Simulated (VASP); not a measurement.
# CS2 in VASP: further runs

CS2 is run at these levels: PBE+D3(BJ); tasks: single point.

Everything below comes from runs of VASP 6.6.1. Logs are shortened: lines on timing, memory, paths and dates and some standing lists are left out, and cuts for length are marked.

### 1 The cell of the first run

The cell holds a disordered packing, 18 atoms: a = 8.434 Å, b = 8.434 Å, c = 8.434 Å, α = 90.00°, β = 90.00°, γ = 90.00°.

### 2 Single point, PBE+D3(BJ)

File INCAR:

```
ALGO = Normal
EDIFF = 1E-6
ENCUT = 1000
GGA = PE
GGA_COMPAT = False
ISIF = 2
ISMEAR = -1
IVDW = 12
LASPH = True
LCHARG = False
LREAL = Auto
LWAVE = False
NBANDS = 63
NELM = 120
PREC = Accurate
SIGMA = 0.02
```

File KPOINTS:

```
k-points
0
Gamma
  1 1 1
```

File POSCAR:

```
CS2
1.0
    8.4343270000      0.0000000000      0.0000000000
    0.0000000000      8.4343270000      0.0000000000
    0.0000000000      0.0000000000      8.4343270000
S C
12 6
Direct
    0.8157847040      0.2024322829      1.0540193754
    1.0320032093      0.4159288519      0.8412150227
    0.8220734923      0.6384115852      0.4220783830
    0.8344351062      0.9556303496      0.6129837847
    0.5141396160      0.9183290157      0.9180700205
    0.2504970744      0.7928352981      0.6901683585
    0.5007144244      0.2043630264      0.4487019856
    0.2440504053      0.4374855326      0.3177312509
    0.3825639693      0.2870189338      0.9185875837
    0.6373046752      0.5452390177      0.8387308953
    0.4008698693      0.8311515464      0.3439625976
    0.1227213308      0.8047387161      0.1004126840
    0.9233278753      0.3090558770      0.9469698801
    0.8276983943      0.7973500152      0.5167259625
    0.3809681524      0.8558509853      0.8057205973
    0.3721871277      0.3215199925      0.3842485345
    0.5105672903      0.4157282626      0.8788657456
    0.2626094837      0.8189318110      0.2209282382
```

Potentials or basis: VASP PAW PBE potentials, release 64 (S, C_h).

On the command line:

```
cat potpaw_PBE.64/S/POTCAR potpaw_PBE.64/C_h/POTCAR > POTCAR
mpirun -np 1 vasp_gam > vasp.out
```

OUTCAR:

```text
EDIFF = 1E-6
   ENCUT = 1000
   GGA = PE
   ISIF = 2
   ISMEAR = -1
   IVDW = 12
   LASPH = True
   LREAL = Auto
   NELM = 120
   PREC = Accurate
 IVDW          = 12

 ion  position               nearest neighbor table
   1  0.816  0.202  0.054-  13 1.56
   2  0.032  0.416  0.841-  13 1.56
   3  0.822  0.638  0.422-  14 1.56
   4  0.834  0.956  0.613-  14 1.56
   5  0.514  0.918  0.918-  15 1.56
   6  0.250  0.793  0.690-  15 1.56
   7  0.501  0.204  0.449-  16 1.56
   8  0.244  0.437  0.318-  16 1.56
   9  0.383  0.287  0.919-  17 1.57
  10  0.637  0.545  0.839-  17 1.57
  11  0.401  0.831  0.344-  18 1.56
  12  0.123  0.805  0.100-  18 1.56
  13  0.923  0.309  0.947-   1 1.56   2 1.56
  14  0.828  0.797  0.517-   3 1.56   4 1.56
  15  0.381  0.856  0.806-   5 1.56   6 1.56
  16  0.372  0.322  0.384-   8 1.56   7 1.56
  17  0.511  0.416  0.879-  10 1.57   9 1.57
  18  0.263  0.819  0.221-  12 1.56  11 1.56

  LATTYP: Found a simple cubic cell.
 ALAT       =     8.4343270000

  Lattice vectors:

 A1 = (   8.4343270000,   0.0000000000,   0.0000000000)
 A2 = (   0.0000000000,   8.4343270000,   0.0000000000)
 A3 = (   0.0000000000,   0.0000000000,   8.4343270000)

Analysis of symmetry for initial positions (statically):
=====================================================================
 Subroutine PRICEL returns:
 Original cell was already a primitive cell.

 Routine SETGRP: Setting up the symmetry group for a
 simple cubic supercell.

 Subroutine GETGRP returns: Found  1 space group operations
 (whereof  1 operations were pure point group operations)
 out of a pool of 48 trial point group operations.

The static configuration has the point symmetry C_1 .

Analysis of symmetry for dynamics (positions and initial velocities):
=====================================================================
 Subroutine PRICEL returns:
 Original cell was already a primitive cell.

 Routine SETGRP: Setting up the symmetry group for a
 simple cubic supercell.

 Subroutine GETGRP returns: Found  1 space group operations
 (whereof  1 operations were pure point group operations)
 out of a pool of 48 trial point group operations.

The dynamic configuration has the point symmetry C_1 .

 Subroutine INISYM returns: Found  1 space group operations
 (whereof  1 operations are pure point group operations),
 and found     1 'primitive' translations

----------------------------------------------------------------------------------------

                                     Primitive cell

  volume of cell :     600.0001

  direct lattice vectors                    reciprocal lattice vectors
     8.434327000  0.000000000  0.000000000     0.118563105  0.000000000  0.000000000
     0.000000000  8.434327000  0.000000000     0.000000000  0.118563105  0.000000000
     0.000000000  0.000000000  8.434327000     0.000000000  0.000000000  0.118563105

  length of vectors
     8.434327000  8.434327000  8.434327000     0.118563105  0.118563105  0.118563105

  position of ions in fractional coordinates (direct lattice)
     0.815784704  0.202432283  0.054019375
     0.032003209  0.415928852  0.841215023
     0.822073492  0.638411585  0.422078383
     0.834435106  0.955630350  0.612983785
     0.514139616  0.918329016  0.918070020
     0.250497074  0.792835298  0.690168359
[... 10 lines left out ...]
     0.510567290  0.415728263  0.878865746
     0.262609484  0.818931811  0.220928238

  ion indices of the primitive-cell ions
   primitive index   ion index
                 1           1
                 2           2
                 3           3
                 4           4
                 5           5
                 6           6
[... 10 lines left out ...]
                17          17
                18          18

----------------------------------------------------------------------------------------

 KPOINTS: k-points

Automatic generation of k-mesh.
 Grid dimensions read from file:
 generate k-points for:    1    1    1

 Generating k-lattice:

  Cartesian coordinates                     Fractional coordinates (reciprocal lattice)
     0.118563105  0.000000000  0.000000000     1.000000000  0.000000000  0.000000000
     0.000000000  0.118563105  0.000000000     0.000000000  1.000000000  0.000000000
     0.000000000  0.000000000  0.118563105     0.000000000  0.000000000  1.000000000

  Length of vectors
     0.118563105  0.118563105  0.118563105

  Shift w.r.t. Gamma in fractional coordinates (k-lattice)
     0.000000000  0.000000000  0.000000000

 Subroutine IBZKPT returns following result:
 ===========================================

 Found      1 irreducible k-points:

 Following reciprocal coordinates:
            Coordinates               Weight
  0.000000  0.000000  0.000000      1.000000
   k-points           NKPTS =      1   k-points in BZ     NKDIM =      1   number of bands    NBANDS=     63
   number of dos      NEDOS =    301   number of ions     NIONS =     18
   total plane-waves  NPLWV = 729000
   dimension x,y,z NGX =    90 NGY =   90 NGZ =   90
   dimension x,y,z NGXF=   180 NGYF=  180 NGZF=  180
   ions per type =              12   6
   NGX,Y,Z   is equivalent  to a cutoff of  17.74, 17.74, 17.74 a.u.
   NGXF,Y,Z  is equivalent  to a cutoff of  35.48, 35.48, 35.48 a.u.
 SYSTEM =  unknown system
   PREC   = accura    normal or accurate (medium, high low for compatibility)
   ISTART =      0    job   : 0-new  1-cont  2-samecut
   ICHARG =      2    charge: 1-file 2-atom 10-const
   ISPIN  =      1    spin polarized calculation?
   LNONCOLLINEAR =      F non collinear calculations
   LSORBIT =      F    spin-orbit coupling
   LASPH  =      T    aspherical Exc in radial PAW
   ENCUT  = 1000.0 eV  73.50 Ry    8.57 a.u.  21.75 21.75 21.75*2*pi/ulx,y,z
   NELM   =    120;   NELMIN=  2; NELMDL= -5     # of ELM steps
   EDIFF  = 0.1E-05   stopping-criterion for ELM
   LREAL  =      T    real-space projection
   EDIFFG = 0.1E-04   stopping-criterion for IOM
   NSW    =      0    number of steps for IOM
   IBRION =     -1    ionic relax: 0-MD 1-quasi-New 2-CG
   NFREE  =      0    steps in history (QN), initial steepest desc. (CG)
   ISIF   =      2    stress and relaxation
   ISYM   =      2    0-nonsym 1-usesym 2-fastsym
   POTIM  = 0.5000    time-step for ionic-motion
   TEBEG  =    0.0;   TEEND  =   0.0 temperature during run
   PSTRESS=    0.0 pullay stress
   NELECT =      96.0000    total number of electrons
   NUPDOWN=      -1.0000    fix difference up-down
   EMIN   =  10.00;   EMAX   =-10.00  energy-range for DOS
   EFERMI =   0.00;   METHOD = LEGACY
   ISMEAR =    -1;   SIGMA  =   0.02  broadening in eV -4-tet -1-fermi 0-gaus
   EFERMI_NEDOS =   21; number of points for ismear=-14 and -15
   IALGO  =     38    algorithm
   IMIX   =      4    mixing-type and parameters
     AMIX     =   0.40;   BMIX     =  1.00
     AMIX_MAG =   1.60;   BMIX_MAG =  1.00
  volume/ion in A,a.u.               =      33.33       224.94
  Fermi-wavevector in a.u.,A,eV,Ry     =   0.888754  1.679501 10.747015  0.789883
  Thomas-Fermi vector in A             =   2.010225
   LORBIT       =      0    0 simple, 1 ext, 2 COOP (PROOUT), +10 PAW based schemes
   GGA     = PE    functional components
   LHFCALC =     F    Hartree Fock is set to
   AEXX    =    0.0000 exact exchange contribution
   IVDW    =    12    specifies the selected vdW correction
   LEPSILON=     F    determine dielectric tensor
   LRPA    =     F    only Hartree local field effects (RPA)
 non-spin polarized calculation
  energy-cutoff  :     1000.00
  volume of cell :      600.00
 maximum number of plane-waves:     21502
 NGX is ok and might be reduce to    90
   NGX = 43   NGY = 43   NGZ = 43

 number of electron      96.0000001 magnetization

 Free energy of the ion-electron system (eV)
  ---------------------------------------------------
  ext. energy  EPLUGINS =         0.00000000
  ---------------------------------------------------
  free energy    TOTEN  =      -100.23464447 eV

  energy without entropy =     -100.23464447  energy(sigma->0) =     -100.23464447

 E-fermi :  -1.1928     XC(G=0):  -6.4287

 val. band max:       -1.7093185964   @ k =   0.0000   0.0000   0.0000
 cond. band min:       1.5621454298   @ k =   0.0000   0.0000   0.0000
 fundamental gap:      3.2714640262
 Fermi energy:        -1.1927804130

 k-point     1 :       0.0000    0.0000    0.0000
  band No.  band energies     occupation
      1     -16.6948      2.00000
      2     -16.6335      2.00000
      3     -16.5790      2.00000
      4     -16.4763      2.00000
      5     -16.3943      2.00000
      6     -16.2399      2.00000
[... 52 lines left out ...]
     59       2.3451      0.00000
     60       2.6667      0.00000
 [bands above 60 left out]

------------------------ aborting loop because EDIFF is reached ----------------------------------------

 Edisp (eV)   -2.16998

 E8    (eV) :    -0.7278

  FORCE on cell =-STRESS in cart. coord.  units (eV):
  Direction    XX          YY          ZZ          XY          YZ          ZX
  --------------------------------------------------------------------------------------
  -------------------------------------------------------------------------------------
  Total      -4.50112    -3.34852    -3.77150    -1.10056     0.08011    -0.47996
  in kB     -12.01931    -8.94153   -10.07103    -2.93881     0.21393    -1.28164
  external pressure =      -10.34 kB  Pullay stress =        0.00 kB

 VOLUME and BASIS-vectors are now :
 -----------------------------------------------------------------------------
  energy-cutoff  :     1000.00
  volume of cell :      600.00
      direct lattice vectors                 reciprocal lattice vectors
     8.434327000  0.000000000  0.000000000     0.118563105  0.000000000  0.000000000
     0.000000000  8.434327000  0.000000000     0.000000000  0.118563105  0.000000000
     0.000000000  0.000000000  8.434327000     0.000000000  0.000000000  0.118563105

 POSITION                                       TOTAL-FORCE (eV/Angst)
 -----------------------------------------------------------------------------------
      6.88059      1.70738      0.45562         0.244177      0.200540     -0.218009
      0.26993      3.50808      7.09508        -0.126263     -0.239834      0.223965
      6.93364      5.38457      3.55995         0.009220      0.255271      0.147801
      7.03790      8.06010      5.17011        -0.005642     -0.279243     -0.161995
      4.33642      7.74549      7.74330        -0.208045     -0.066187     -0.179334
      2.11277      6.68703      5.82111         0.214864      0.127149      0.140281
[... 10 lines left out ...]
      4.30629      3.50639      7.41264         0.035483      0.018649     -0.002097
      2.21493      6.90714      1.86338         0.037163      0.025378     -0.034637
 -----------------------------------------------------------------------------------
    total drift:                                0.027146      0.024640     -0.001505

  FREE ENERGIE OF THE ION-ELECTRON SYSTEM (eV)
  ---------------------------------------------------
  free  energy   TOTEN  =      -102.4046280063 eV

  energy  without entropy=     -102.4046280063  energy(sigma->0) =     -102.40462801
```

Run time: 77 s. Hardware: 1 thread of AMD EPYC 9R45 (Zen 5), shared host; peak memory 1.1 GiB.

Results:

| Property | Result |
| --- | --- |
| Free energy | -102.4046 eV |
| Pressure | -1.0 GPa |
| Largest force | 0.588 eV/Å |
| Dispersion energy per atom | -0.121 eV |

Forces in eV/Å, atoms in the order of the input:
```
S    0.244  0.201 -0.218
S   -0.126 -0.240  0.224
S    0.009  0.255  0.148
S   -0.006 -0.279 -0.162
S   -0.208 -0.066 -0.179
S    0.215  0.127  0.140
S   -0.270  0.284 -0.134
S    0.304 -0.247  0.126
S    0.327  0.372 -0.113
S   -0.437 -0.385  0.075
S   -0.236 -0.034 -0.186
S    0.196  0.019  0.202
C   -0.082  0.015  0.026
C    0.030  0.023  0.021
C   -0.007 -0.061  0.041
C   -0.026 -0.026  0.027
C    0.035  0.019 -0.002
C    0.037  0.025 -0.035
```

Caveat: the k points lie up to 0.74 Å⁻¹ apart.

(Continued in part 2 of 2.)
